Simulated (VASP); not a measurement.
Write the native input for VASP 6.6.1 that does the following.

* Task: single point
* Functional: r2SCAN
* Potentials or basis: VASP PAW PBE potentials, release 64 (Cl, Li_sv)
* Cutoff: 520 eV
* k mesh: 9 × 9 × 9
* Occupations: fermi-dirac, width 0.05 eV
* Spin: no spin polarisation
* Dipole correction: no
* Further INCAR settings: ALGO = Normal; EDIFF = 1e-06; NBANDS = 12

The system is LiCl.

```
Cl Li
1.0
     0.00000    2.56477    2.56477
     2.56477    0.00000    2.56477
     2.56477    2.56477    0.00000
Cl Li
1 1
Direct
  0.50000 0.50000 0.50000
  0.00000 0.00000 0.00000
```

One way to write it, as run:

POSCAR

```
LiCl
1.0
    0.0000000000      2.5647700000      2.5647700000
    2.5647700000      0.0000000000      2.5647700000
    2.5647700000      2.5647700000      0.0000000000
Cl Li
1 1
Direct
    0.5000000000      0.5000000000      0.5000000000
    0.0000000000      0.0000000000      0.0000000000
```

INCAR.step1

```
SYSTEM = LiCl
PREC = Accurate
ENCUT = 520
ISMEAR = -1
SIGMA = 0.05
LREAL = .FALSE.
LASPH = .TRUE.
NELM = 80
NBANDS = 12
GGA = PE
ALGO = Normal
EDIFF = 1E-4
LWAVE = .TRUE.
LCHARG = .FALSE.
```

INCAR.step2

```
SYSTEM = LiCl
PREC = Accurate
ENCUT = 520
EDIFF = 1E-6
ISMEAR = -1
SIGMA = 0.05
LREAL = .FALSE.
LASPH = .TRUE.
NELM = 80
ALGO = Normal
ISIF = 2
LWAVE = .FALSE.
LCHARG = .FALSE.
METAGGA = R2SCAN
LMIXTAU = .TRUE.
NBANDS = 12
ISTART = 1
```

KPOINTS

```
regular mesh
0
G
  9 9 9
  0 0 0
```

Potentials or basis: VASP PAW PBE potentials, release 64 (Cl, Li_sv).

Launch:

```bash
$ cat potpaw_PBE.64/Cl/POTCAR potpaw_PBE.64/Li_sv/POTCAR > POTCAR
$ cp INCAR.step1 INCAR
$ mpirun -np 1 vasp_std > vasp.out
$ cp INCAR.step2 INCAR
$ mpirun -np 1 vasp_std > vasp.out
```

It gave:

```json
{"Band gap on the k mesh": "7.30 eV, direct"}
```

Wall time 80 s on 1 thread of Intel Xeon 8259CL (shared host), peak memory 0.16 GiB.
